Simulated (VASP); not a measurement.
Wanted: the native input for a VASP 6.6.1 run.

| Property | Result |
| --- | --- |
| Task | relaxation of cell and atoms |
| Functional | RPBE |
| Potentials or basis | VASP PAW PBE potentials, release 64 (B, As) |
| Cutoff | 500 eV |
| k mesh | 6 × 6 × 6 |
| Occupations | gaussian, width 0.01 eV |
| Spin | no spin polarisation |
| Dipole correction | no |
| Further INCAR settings | ALGO = Normal; EDIFF = 1e-07; IBRION = 2; EDIFFG = -0.005; NSW = 100; ISIF = 3 |

The structure of BAs lies in POSCAR:

```
BAs
1.0
    0.0000000000      2.3885000000      2.3885000000
    2.3885000000      0.0000000000      2.3885000000
    2.3885000000      2.3885000000      0.0000000000
B As
1 1
Direct
    0.0000000000      0.0000000000      0.0000000000
    0.7500000000      0.7500000000      0.7500000000
```

One way to write it, as run:

INCAR

```
PREC     = Accurate       # precision mode
ENCUT    = 500            # plane-wave cutoff, eV
EDIFF    = 1E-7           # SCF threshold, eV
ISMEAR   = 0              # smearing method
SIGMA    = 0.01           # smearing width, eV
LREAL    = F              # projectors in reciprocal space
LASPH    = T              # aspherical terms in the spheres
NELM     = 120            # most SCF steps
ALGO     = Normal         # electronic algorithm
ISIF     = 3              # what is computed and relaxed
LWAVE    = F              # write WAVECAR
LCHARG   = F              # write CHGCAR
GGA      = RP             # functional
IBRION   = 2              # ionic algorithm
NSW      = 100            # ionic steps
EDIFFG   = -0.005         # ionic threshold
GGA_COMPAT= F            
NELMIN   = 4
```

KPOINTS

```
regular mesh
0
Gamma
  6 6 6
```

Potentials or basis: VASP PAW PBE potentials, release 64 (B, As).

Run with:

```sh
$ cat potpaw_PBE.64/B/POTCAR potpaw_PBE.64/As/POTCAR > POTCAR
$ mpirun -np 1 vasp_std > vasp.out
```

It gave:

The relaxed volume is 14.24 Å³/atom. The relaxed cell is a = 3.428 Å, b = 3.428 Å, c = 3.428 Å, α = 60.00°, β = 60.00°, γ = 60.00°. The space group after relaxing (to 0.1 Å) is F-43m (No. 216), the energy gained by relaxing is 11.1 meV/atom and the ionic steps are 3. The pressure after relaxing is 0.0 GPa and the band gap on the k mesh is 1.34 eV (least direct gap 3.22 eV).

Caveat: the PAW data sets were made with another functional, which shifts forces and pressure a little.

It took 20 s on 1 thread of Intel Xeon 8259CL, with other jobs on the host, peak memory 0.16 GiB.
